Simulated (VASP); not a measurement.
Input of a VASP 6.6.1 run:

The input INCAR:

```
SYSTEM = InSb
PREC = Accurate ; ENCUT = 600
EDIFF = 1E-7 ; ISMEAR = 0
SIGMA = 0.1 ; LREAL = .FALSE.
LASPH = .TRUE. ; NELM = 60
ALGO = Normal ; ISIF = 3
LWAVE = .FALSE. ; LCHARG = .FALSE.
GGA = PE ; IBRION = 2
NSW = 100 ; EDIFFG = -0.005
```

Contents of KPOINTS:

```
regular mesh
0
G
  12 12 12
  0 0 0
```

File POSCAR:

```
InSb
1.0
    0.0000000000      3.2391000000      3.2391000000
    3.2391000000      0.0000000000      3.2391000000
    3.2391000000      3.2391000000      0.0000000000
In Sb
1 1
Direct
    0.0000000000      0.0000000000      0.0000000000
    0.2500000000      0.2500000000      0.2500000000
```

Potentials or basis: VASP PAW PBE potentials, release 64 (In_d, Sb).

Run with:

```sh
$ cat potpaw_PBE.64/In_d/POTCAR potpaw_PBE.64/Sb/POTCAR > POTCAR
$ mpirun -np 1 vasp_std > vasp.out
```

Problem. What does it give for the band gap on the k mesh?

Solution. Zero (filled and empty bands touch).

Problem. Estimate the relaxed cell.

Solution. a = 4.691 Å, b = 4.691 Å, c = 4.691 Å, α = 60.00°, β = 60.00°, γ = 60.00°.

Final structure:
```xyz
2
Lattice="0.0000 3.3168 3.3168 3.3168 0.0000 3.3168 3.3168 3.3168 0.0000" Properties=species:S:1:pos:R:3 pbc="T T T"
In    0.0000    0.0000    0.0000
Sb    1.6584    1.6584    1.6584
```

Caveat: spin-orbit coupling is left out, which moves the levels of the heavy elements. PBE usually gives volumes a little too large and moduli too small.
